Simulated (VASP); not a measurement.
# MnO2 (P-3m1) in VASP: a series of runs, part 2 of 2

VASP 6.6.1.

### 4 Single point, PBE+U, collinear spin (11.23 Å³/atom)

This run uses another cell than the first one, of 11.23 Å³/atom.

INCAR

```
ALGO = Normal ; EDIFF = 1E-6
ENCUT = 700 ; GGA = PE
GGA_COMPAT = False ; ISIF = 2
ISMEAR = 0 ; ISPIN = 2
LASPH = True ; LCHARG = False
LDAU = True ; LDAUJ = 0 0
LDAUL = 2 -1 ; LDAUPRINT = 1
LDAUTYPE = 2 ; LDAUU = 3.9 0
LMAXMIX = 4 ; LORBIT = 11
LREAL = False ; LWAVE = False
MAGMOM = 3.13 -0.15 -0.15 ; NBANDS = 24
NELM = 200 ; PREC = Accurate
SIGMA = 0.05
```

KPOINTS

```
k-points
0
Gamma
  10 10 6
```

POSCAR

```
MnO2
1.0
    2.9094595885      0.0000000000      0.0000000000
   -1.4547297943      2.5196659149      0.0000000000
    0.0000000000      0.0000000000      4.5971580855
Mn O
1 2
Direct
    0.0000000000      0.0000000000      0.0000000000
    0.3333333333      0.6666666667      0.2071198713
    0.6666666667      0.3333333333      0.7928801287
```

Potentials or basis: VASP PAW PBE potentials, release 64 (Mn_sv, O).

Started as:

```
$ cat potpaw_PBE.64/Mn_sv/POTCAR potpaw_PBE.64/O/POTCAR > POTCAR
$ mpirun -np 1 vasp_std > vasp.out
```

OUTCAR:

```text
EDIFF = 1E-6
   ENCUT = 700
   GGA = PE
   ISIF = 2
   ISMEAR = 0
   ISPIN = 2
   LASPH = True
   LORBIT = 11
   LREAL = False
   NELM = 200
   PREC = Accurate

 ion  position               nearest neighbor table
   1  0.000  0.000  0.000-   2 1.93   3 1.93   3 1.93   2 1.93   3 1.93   2 1.93
   2  0.333  0.667  0.207-   1 1.93   1 1.93   1 1.93
   3  0.667  0.333  0.793-   1 1.93   1 1.93   1 1.93

  LATTYP: Found a hexagonal cell.
 ALAT       =     2.9094595885
 C/A-ratio  =     1.5800728437

  Lattice vectors:

 A1 = (   2.9094595885,   0.0000000000,   0.0000000000)
 A2 = (  -1.4547297943,   2.5196659149,   0.0000000000)
 A3 = (   0.0000000000,   0.0000000000,   4.5971580855)

Analysis of symmetry for initial positions (statically):
=====================================================================
 Subroutine PRICEL returns:
 Original cell was already a primitive cell.

 Routine SETGRP: Setting up the symmetry group for a
 hexagonal supercell.

 Subroutine GETGRP returns: Found 12 space group operations
 (whereof 12 operations were pure point group operations)
 out of a pool of 24 trial point group operations.

The static configuration has the point symmetry D_3d.

Analysis of symmetry for dynamics (positions and initial velocities):
=====================================================================
 Subroutine PRICEL returns:
 Original cell was already a primitive cell.

 Routine SETGRP: Setting up the symmetry group for a
 hexagonal supercell.

 Subroutine GETGRP returns: Found 12 space group operations
 (whereof 12 operations were pure point group operations)
[... 191 lines left out ...]
  o =  0.9288  v = -0.3960 -0.5580 -0.0000 -0.3435 -0.6433  0.0000  0.0000  0.0000  0.0000  0.0000      0.0000  0.0000  0.0000  0.0000  0.0000  0.0000  0.0000  0.0000  0.0000  0.0000
  o =  0.9288  v = -0.6433  0.3435 -0.0000 -0.5580  0.3960  0.0000  0.0000  0.0000  0.0000  0.0000      0.0000  0.0000  0.0000  0.0000  0.0000  0.0000  0.0000  0.0000  0.0000  0.0000

 number of electron      26.9999985 magnetization       2.9999879

 Free energy of the ion-electron system (eV)
  ---------------------------------------------------
  ext. energy  EPLUGINS =         0.00000000
  ---------------------------------------------------
  free energy    TOTEN  =       -21.41215531 eV

  energy without entropy =      -21.41215531  energy(sigma->0) =      -21.41215531

 E-fermi :   3.7751     XC(G=0): -10.6693

 val. band max:        3.4984682075   @ k =   0.1000   0.1000   0.0000
 cond. band min:       5.2239477165   @ k =   0.0000   0.3000   0.3333
 fundamental gap:      1.7254795090
 Fermi energy:         3.7750698122

 spin component 1

 k-point     1 :       0.0000    0.0000    0.0000
  band No.  band energies     occupation
      1     -78.1024      1.00000
      2     -46.7337      1.00000
      3     -46.7277      1.00000
      4     -46.7277      1.00000
      5     -15.1487      1.00000
      6     -12.8857      1.00000
[... 1289 lines left out ...]
     23      22.4103      0.00000
     24      24.6651      0.00000

 [... further k-points ...]

------------------------ aborting loop because EDIFF is reached ----------------------------------------

  FORCE on cell =-STRESS in cart. coord.  units (eV):
  Direction    XX          YY          ZZ          XY          YZ          ZX
  --------------------------------------------------------------------------------------
  -------------------------------------------------------------------------------------
  Total       -0.0616889     -0.0616889      0.2659907      0.0000000      0.0000000     -0.0000000
  in kB       -2.9327366     -2.9327366     12.6453924      0.0000000      0.0000000     -0.0000000
  external PRESSURE =       2.2599731 kB  Pullay stress =       0.0000000 kB

 VOLUME and BASIS-vectors are now :
 -----------------------------------------------------------------------------
  energy-cutoff  :      700.00
  volume of cell :       33.70
      direct lattice vectors                 reciprocal lattice vectors
     2.909459588  0.000000000  0.000000000     0.343706441  0.198439006  0.000000000
    -1.454729794  2.519665915  0.000000000     0.000000000  0.396878012  0.000000000
     0.000000000  0.000000000  4.597158086     0.000000000  0.000000000  0.217525693

 POSITION                                       TOTAL-FORCE (eV/Angst)
 -----------------------------------------------------------------------------------
      0.00000      0.00000      0.00000        -0.000000      0.000000      0.000000
     -0.00000      1.67978      0.95216        -0.000000     -0.000000     -0.069350
      1.45473      0.83989      3.64500         0.000000      0.000000      0.069350
 -----------------------------------------------------------------------------------
    total drift:                               -0.000000     -0.000000      0.000000

  FREE ENERGIE OF THE ION-ELECTRON SYSTEM (eV)
  ---------------------------------------------------
  free  energy   TOTEN  =       -21.4121553055 eV

  energy  without entropy=      -21.4121553055  energy(sigma->0) =      -21.41215531

 total charge

# of ion       s       p       d       tot
------------------------------------------
    1        2.201   6.105   4.400  12.707
    2        1.577   3.418   0.000   4.995
    3        1.577   3.418   0.000   4.995
--------------------------------------------------
tot          5.355  12.940   4.400  22.696

 magnetization (x)

# of ion       s       p       d       tot
------------------------------------------
    1        0.025   0.019   3.052   3.096
    2        0.002  -0.099   0.000  -0.097
    3        0.002  -0.099   0.000  -0.097
--------------------------------------------------
tot          0.029  -0.180   3.052   2.901
```

Wall time 3.7 min (1 thread of Intel Xeon Platinum 8259CL at 2.50GHz (Skylake/Cascade Lake), shared host); peak memory 0.28 GiB.

What came out:

- Free energy: -21.4122 eV
- Pressure: 0.2 GPa
- Largest force: 0.069 eV/Å
- Band gap on the k mesh: 1.73 eV (least direct gap 1.93 eV)
- Net moment: 3.00 μB per cell
- Site moments: Mn +3.10; O -0.10 μB
- Valence electrons inside the program's atomic spheres: Mn 12.71; O 5.00

Forces in eV/Å, atoms in the order of the input:
```
Mn   0.000  0.000  0.000
O    0.000  0.000 -0.069
O    0.000  0.000  0.069
```

Stress tensor (GPa, compression positive):
```
-0.29  0.00  0.00
 0.00 -0.29  0.00
 0.00  0.00  1.26
```

Levels at points of the mesh, in eV from the valence-band top:
Spin up:
```
           k point  band 13  band 14  band 15  band 16  band 17  band 18
(0.00, 0.00, 0.00)    -0.62    -0.62    -0.24     3.12     3.12     7.40
(0.50, 0.00, 0.00)    -2.19    -1.54    -1.42     2.31     3.03    12.06
(0.00, 0.00, 0.50)    -0.67    -0.67    -0.45     3.18     3.18     9.60
(0.50, 0.00, 0.50)    -2.08    -1.68    -0.90     2.33     2.93    11.34
```
Spin down:
| k point | band 8 | band 9 | band 10 | band 11 | band 12 | band 13 | band 14 | band 15 | band 16 | band 17 |
| --- | --- | --- | --- | --- | --- | --- | --- | --- | --- | --- |
| (0.00, 0.00, 0.00) | -4.02 | -4.02 | -0.81 | -0.81 | -0.36 | 2.77 | 2.77 | 4.13 | 5.12 | 5.12 |
| (0.50, 0.00, 0.00) | -3.59 | -3.20 | -2.28 | -2.18 | -1.61 | 2.85 | 3.46 | 3.69 | 4.63 | 5.16 |
| (0.00, 0.00, 0.50) | -4.00 | -3.53 | -1.68 | -0.85 | -0.85 | 2.76 | 2.76 | 4.17 | 5.17 | 5.17 |
| (0.50, 0.00, 0.50) | -3.99 | -3.27 | -2.17 | -2.04 | -0.97 | 2.89 | 3.45 | 3.70 | 4.59 | 5.11 |

Eigenvalues of the final occupation matrices:
```
    site  spin  trace               eigenvalues
site 1 d     1   3.74  0.48 0.48 0.93 0.93 0.93
site 1 d     2   0.68  0.06 0.06 0.06 0.25 0.25
```

Caveat: a cell with one magnetic atom can't hold antiferromagnetic order, which such compounds often take. A k mesh can miss the band edges.

### 5 The runs side by side

| cell | gap on the mesh (eV) | pressure (GPa) | moment (μB) | largest force (eV/Å) |
| --- | --- | --- | --- | --- |
| a = 2.918, b = 2.918, c = 5.405 Å, angles 90.0, 90.0, 120.0°, 3 atoms, atomic positions A | 1.99 | -1.4 | 3.00 | 0.06 |
| a = 2.920, b = 2.920, c = 5.507 Å, angles 90.0, 90.0, 120.0°, 3 atoms, atomic positions B | 2.00 | -1.6 | 3.00 | 0.07 |
| a = 2.909, b = 2.909, c = 4.597 Å, angles 90.0, 90.0, 120.0°, 3 atoms, atomic positions C | 1.73 | 0.2 | 3.00 | 0.07 |

Alike in all rows: task single point; level PBE+U; potentials or basis VASP PAW PBE potentials, release 64 (Mn_sv, O); spin collinear; Mn d U = 3.9 eV; k mesh 10 × 10 × 6; cutoff (eV) 700; smearing gaussian 0.05 eV.

Caveats: a cell with one magnetic atom can't hold antiferromagnetic order, which such compounds often take.

Total energies depend on the potentials used, so only differences within one code and one set of settings carry meaning.
